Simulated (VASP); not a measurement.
# Rh (P6/mmm) in VASP: a series of runs

Runs on Rh. Level: RPBE. Tasks: single point.

All numbers are computed with VASP 6.6.1; they aren't measurements. Logs are shortened: lines on timing, memory, paths and dates and some standing lists are left out, and cuts for length are marked.

### 1 The cell of the first run

The structure is hexagonal, space group P6/mmm (No. 191). Conventional cell: a = 4.184 Å, b = 4.184 Å, c = 2.569 Å, α = 90.00°, β = 90.00°, γ = 120.00°. Within 3.4 Å of Rh (site symmetry 6/mmm) lie 14 Rh at 2.57 to 2.74 Å. Rh (site symmetry -6m2) has 11 Rh at 2.42 to 2.74 Å within 3.2 Å.

### 2 Single point, RPBE (volume scaled by 0.88)

INCAR

```
  PREC = Accurate
  ENCUT = 520
  EDIFF = 1E-7
  ISMEAR = -1
  SIGMA = 0.1
  LREAL = F
  LASPH = T
  NELM = 100
  ALGO = Normal
  ISIF = 2
  LWAVE = F
  LCHARG = F
  GGA = RP
  NBANDS = 30
```

KPOINTS

```
regular mesh
0
Gamma
  9 9 13
```

POSCAR

```
Rh
1.0
    4.1841854755      0.0000000000      0.0000000000
   -2.0920927378      3.6236109159      0.0000000000
    0.0000000000      0.0000000000      2.5686312446
Rh
3
Direct
    0.0000000000      0.0000000000      0.0000000000
    0.3333333333      0.6666666667      0.5000000000
    0.6666666667      0.3333333333      0.5000000000
```

Potentials or basis: VASP PAW PBE potentials, release 64 (Rh_pv).

On the command line:

```console
cat potpaw_PBE.64/Rh_pv/POTCAR > POTCAR
mpirun -np 1 vasp_std > vasp.out
```

OUTCAR:

```text
PREC = Accurate
   ENCUT = 520
   EDIFF = 1E-7
   ISMEAR = -1
   LREAL = F
   LASPH = T
   NELM = 100
   ISIF = 2
   GGA = RP

 ion  position               nearest neighbor table
   1  0.000  0.000  0.000-   2 2.74   3 2.74   2 2.74   3 2.74   2 2.74   2 2.74   3 2.74   3 2.74
                             3 2.74   3 2.74   2 2.74   2 2.74
   2  0.333  0.667  0.500-   3 2.42   3 2.42   3 2.42   1 2.74   1 2.74   1 2.74   1 2.74   1 2.74
                             1 2.74
   3  0.667  0.333  0.500-   2 2.42   2 2.42   2 2.42   1 2.74   1 2.74   1 2.74   1 2.74   1 2.74
                             1 2.74

  LATTYP: Found a hexagonal cell.
 ALAT       =     4.1841854755
 C/A-ratio  =     0.6138903879

  Lattice vectors:

 A1 = (   4.1841854755,   0.0000000000,   0.0000000000)
 A2 = (  -2.0920927378,   3.6236109159,   0.0000000000)
 A3 = (   0.0000000000,   0.0000000000,   2.5686312446)

Analysis of symmetry for initial positions (statically):
=====================================================================
 Subroutine PRICEL returns:
 Original cell was already a primitive cell.

 Routine SETGRP: Setting up the symmetry group for a
 hexagonal supercell.

 Subroutine GETGRP returns: Found 24 space group operations
 (whereof 24 operations were pure point group operations)
 out of a pool of 24 trial point group operations.

The static configuration has the point symmetry D_6h.

Analysis of symmetry for dynamics (positions and initial velocities):
=====================================================================
 Subroutine PRICEL returns:
 Original cell was already a primitive cell.

 Routine SETGRP: Setting up the symmetry group for a
 hexagonal supercell.

 Subroutine GETGRP returns: Found 24 space group operations
 (whereof 24 operations were pure point group operations)
 out of a pool of 24 trial point group operations.

The dynamic configuration has the point symmetry D_6h.

 Subroutine INISYM returns: Found 24 space group operations
 (whereof 24 operations are pure point group operations),
 and found     1 'primitive' translations

----------------------------------------------------------------------------------------

                                     Primitive cell

  volume of cell :      38.9452

  direct lattice vectors                    reciprocal lattice vectors
     4.184185475  0.000000000  0.000000000     0.238995142  0.137983909  0.000000000
    -2.092092738  3.623610916  0.000000000     0.000000000  0.275967819  0.000000000
     0.000000000  0.000000000  2.568631245     0.000000000  0.000000000  0.389312402

  length of vectors
     4.184185475  4.184185475  2.568631245     0.275967819  0.275967819  0.389312402

  position of ions in fractional coordinates (direct lattice)
     0.000000000  0.000000000  0.000000000
     0.333333333  0.666666667  0.500000000
     0.666666667  0.333333333  0.500000000

  ion indices of the primitive-cell ions
   primitive index   ion index
                 1           1
                 2           2
                 3           3

----------------------------------------------------------------------------------------

 KPOINTS: regular mesh

Automatic generation of k-mesh.
 Grid dimensions read from file:
 generate k-points for:    9    9   13

 Generating k-lattice:

  Cartesian coordinates                     Fractional coordinates (reciprocal lattice)
     0.026555016  0.015331545  0.000000000     0.111111111  0.000000000  0.000000000
     0.000000000  0.030663091  0.000000000     0.000000000  0.111111111  0.000000000
     0.000000000  0.000000000  0.029947108     0.000000000  0.000000000  0.076923077

  Length of vectors
     0.030663091  0.030663091  0.029947108

  Shift w.r.t. Gamma in fractional coordinates (k-lattice)
     0.000000000  0.000000000  0.000000000

 Subroutine IBZKPT returns following result:
 ===========================================

 Found     84 irreducible k-points:

 Following reciprocal coordinates:
            Coordinates               Weight
  0.000000  0.000000  0.000000      1.000000
  0.111111  0.000000  0.000000      6.000000
  0.222222  0.000000  0.000000      6.000000
  0.333333  0.000000  0.000000      6.000000
  0.444444  0.000000  0.000000      6.000000
  0.111111  0.111111  0.000000      6.000000
[... 16 lines left out ...]
  0.333333  0.222222  0.076923     24.000000
  0.333333  0.333333  0.076923      4.000000
 [... further k-points ...]
   k-points           NKPTS =     84   k-points in BZ     NKDIM =     84   number of bands    NBANDS=     30
   number of dos      NEDOS =    301   number of ions     NIONS =      3
   total plane-waves  NPLWV =  20480
   dimension x,y,z NGX =    32 NGY =   32 NGZ =   20
   dimension x,y,z NGXF=    64 NGYF=   64 NGZF=   40
   ions per type =               3
   NGX,Y,Z   is equivalent  to a cutoff of  12.71, 12.71, 12.94 a.u.
   NGXF,Y,Z  is equivalent  to a cutoff of  25.43, 25.43, 25.89 a.u.
 SYSTEM =  unknown system
   PREC   = accura    normal or accurate (medium, high low for compatibility)
   ISTART =      0    job   : 0-new  1-cont  2-samecut
   ICHARG =      2    charge: 1-file 2-atom 10-const
   ISPIN  =      1    spin polarized calculation?
   LNONCOLLINEAR =      F non collinear calculations
   LSORBIT =      F    spin-orbit coupling
   LASPH  =      T    aspherical Exc in radial PAW
   ENCUT  =  520.0 eV  38.22 Ry    6.18 a.u.   7.78  7.78  4.78*2*pi/ulx,y,z
   NELM   =    100;   NELMIN=  2; NELMDL= -5     # of ELM steps
   EDIFF  = 0.1E-06   stopping-criterion for ELM
   LREAL  =      F    real-space projection
   EDIFFG = 0.1E-05   stopping-criterion for IOM
   NSW    =      0    number of steps for IOM
   IBRION =     -1    ionic relax: 0-MD 1-quasi-New 2-CG
   NFREE  =      0    steps in history (QN), initial steepest desc. (CG)
   ISIF   =      2    stress and relaxation
   ISYM   =      2    0-nonsym 1-usesym 2-fastsym
   POTIM  = 0.5000    time-step for ionic-motion
   TEBEG  =    0.0;   TEEND  =   0.0 temperature during run
   PSTRESS=    0.0 pullay stress
   NELECT =      45.0000    total number of electrons
   NUPDOWN=      -1.0000    fix difference up-down
   EMIN   =  10.00;   EMAX   =-10.00  energy-range for DOS
   EFERMI =   0.00;   METHOD = LEGACY
   ISMEAR =    -1;   SIGMA  =   0.10  broadening in eV -4-tet -1-fermi 0-gaus
   EFERMI_NEDOS =   21; number of points for ismear=-14 and -15
   IALGO  =     38    algorithm
   IMIX   =      4    mixing-type and parameters
     AMIX     =   0.40;   BMIX     =  1.00
     AMIX_MAG =   1.60;   BMIX_MAG =  1.00
  volume/ion in A,a.u.               =      12.98        87.61
  Fermi-wavevector in a.u.,A,eV,Ry     =   1.717886  3.246333 40.152577  2.951131
  Thomas-Fermi vector in A             =   2.794802
   LORBIT       =      0    0 simple, 1 ext, 2 COOP (PROOUT), +10 PAW based schemes
   GGA     = RP    functional components
   LHFCALC =     F    Hartree Fock is set to
   AEXX    =    0.0000 exact exchange contribution
   IVDW    =     0    specifies the selected vdW correction
   LEPSILON=     F    determine dielectric tensor
   LRPA    =     F    only Hartree local field effects (RPA)
 non-spin polarized calculation
  energy-cutoff  :      520.00
  volume of cell :       38.95
 maximum number of plane-waves:      1072
 NGX is ok and might be reduce to    32
   NGX = 15   NGY = 15   NGZ =  9

 number of electron      45.0000010 magnetization

 Free energy of the ion-electron system (eV)
  ---------------------------------------------------
  ext. energy  EPLUGINS =         0.00000000
  ---------------------------------------------------
  free energy    TOTEN  =       -18.73658734 eV

  energy without entropy =      -18.57619117  energy(sigma->0) =      -18.65638925

 E-fermi :  13.1234     XC(G=0): -14.2909

 val. band max:       13.1113848763   @ k =   0.1111   0.1111   0.1538
 cond. band min:      13.1264166402   @ k =   0.2222   0.0000   0.0769
 fundamental gap:      0.0150317639
 Fermi energy:        13.1233606630

 k-point     1 :       0.0000    0.0000    0.0000
  band No.  band energies     occupation
      1     -34.2563      2.00000
      2     -34.2563      2.00000
      3     -33.8044      2.00000
      4     -33.8044      2.00000
      5     -33.5180      2.00000
      6     -33.3344      2.00000
[... 22 lines left out ...]
     29      22.1809      0.00000
     30      23.0383      0.00000

 k-point     2 :       0.1111    0.0000    0.0000
  band No.  band energies     occupation
      1     -34.2790      2.00000
      2     -34.2554      2.00000
      3     -33.7735      2.00000
      4     -33.7686      2.00000
      5     -33.5110      2.00000
      6     -33.3724      2.00000
[... 22 lines left out ...]
     29      23.8638      0.00000
     30      24.0861      0.00000

 k-point     3 :       0.2222    0.0000    0.0000
  band No.  band energies     occupation
      1     -34.3277      2.00000
      2     -34.2359      2.00000
      3     -33.7003      2.00000
      4     -33.6891      2.00000
      5     -33.4918      2.00000
      6     -33.4744      2.00000
[... 22 lines left out ...]
     29      25.1024      0.00000
     30      25.9253      0.00000

 k-point     4 :       0.3333    0.0000    0.0000
  band No.  band energies     occupation
      1     -34.3736      2.00000
      2     -34.1782      2.00000
      3     -33.6616      2.00000
      4     -33.6142      2.00000
      5     -33.5630      2.00000
      6     -33.4655      2.00000
[... 22 lines left out ...]
     29      26.9021      0.00000
     30      27.4285      0.00000

 k-point     5 :       0.4444    0.0000    0.0000
  band No.  band energies     occupation
      1     -34.4000      2.00000
      2     -34.0989      2.00000
      3     -33.7746      2.00000
      4     -33.5343      2.00000
      5     -33.5314      2.00000
      6     -33.4544      2.00000
[... 22 lines left out ...]
     29      28.1073      0.00000
     30      28.7813      0.00000
[... 526 lines left out ...]
     29      28.2778      0.00000
     30      29.4026      0.00000

 k-point    22 :       0.2222    0.2222    0.0769
  band No.  band energies     occupation
      1     -34.3496      2.00000
      2     -34.1668      2.00000
      3     -33.7441      2.00000
      4     -33.5617      2.00000
      5     -33.5593      2.00000
      6     -33.4800      2.00000
[... 22 lines left out ...]
     29      25.4995      0.00000
     30      28.8118      0.00000

 k-point    23 :       0.3333    0.2222    0.0769
  band No.  band energies     occupation
      1     -34.3548      2.00000
      2     -34.0898      2.00000
      3     -33.8763      2.00000
      4     -33.5237      2.00000
      5     -33.5101      2.00000
      6     -33.4668      2.00000
[... 22 lines left out ...]
     29      27.1962      0.00000
     30      29.0296      0.00000

 k-point    24 :       0.3333    0.3333    0.0769
  band No.  band energies     occupation
      1     -34.3446      2.00000
      2     -34.0015      2.00000
      3     -34.0015      2.00000
      4     -33.5022      2.00000
      5     -33.5022      2.00000
      6     -33.4640      2.00000
[... 22 lines left out ...]
     29      27.6229      0.00000
     30      27.6229      0.00000

 [... further k-points ...]
[... 5 lines left out ...]
  --------------------------------------------------------------------------------------
  -------------------------------------------------------------------------------------
  Total        9.8681869      9.8681869      8.8190539     -0.0000000      0.0000000      0.0000000
  in kB      405.9697746    405.9697746    362.8092338     -0.0000000      0.0000000      0.0000000
  external PRESSURE =     391.5829277 kB  Pullay stress =       0.0000000 kB

 VOLUME and BASIS-vectors are now :
 -----------------------------------------------------------------------------
  energy-cutoff  :      520.00
  volume of cell :       38.95
      direct lattice vectors                 reciprocal lattice vectors
     4.184185475  0.000000000  0.000000000     0.238995142  0.137983909  0.000000000
    -2.092092738  3.623610916  0.000000000     0.000000000  0.275967819  0.000000000
     0.000000000  0.000000000  2.568631245     0.000000000  0.000000000  0.389312402

 POSITION                                       TOTAL-FORCE (eV/Angst)
 -----------------------------------------------------------------------------------
      0.00000      0.00000      0.00000         0.000000     -0.000000      0.000000
     -0.00000      2.41574      1.28432        -0.000000      0.000000      0.000000
      2.09209      1.20787      1.28432         0.000000      0.000000      0.000000
 -----------------------------------------------------------------------------------
    total drift:                               -0.000000      0.000000      0.000000

  FREE ENERGIE OF THE ION-ELECTRON SYSTEM (eV)
  ---------------------------------------------------
  free  energy   TOTEN  =       -18.7365873356 eV

  energy  without entropy=      -18.5761911684  energy(sigma->0) =      -18.65638925
```

It took 48 s on 1 thread of Intel Xeon Platinum 8375C at 2.90GHz (Ice Lake), shared host; peak memory 0.2 GiB.

Results:

- Free energy: -18.7366 eV
- Pressure: 39.2 GPa

Stress tensor (GPa, compression positive):
```
40.60  0.00  0.00
 0.00 40.60  0.00
 0.00  0.00 36.28
```

Caveat: the PAW data sets were made with another functional, which shifts forces and pressure a little.

(Part 1 of 2 ends here.)
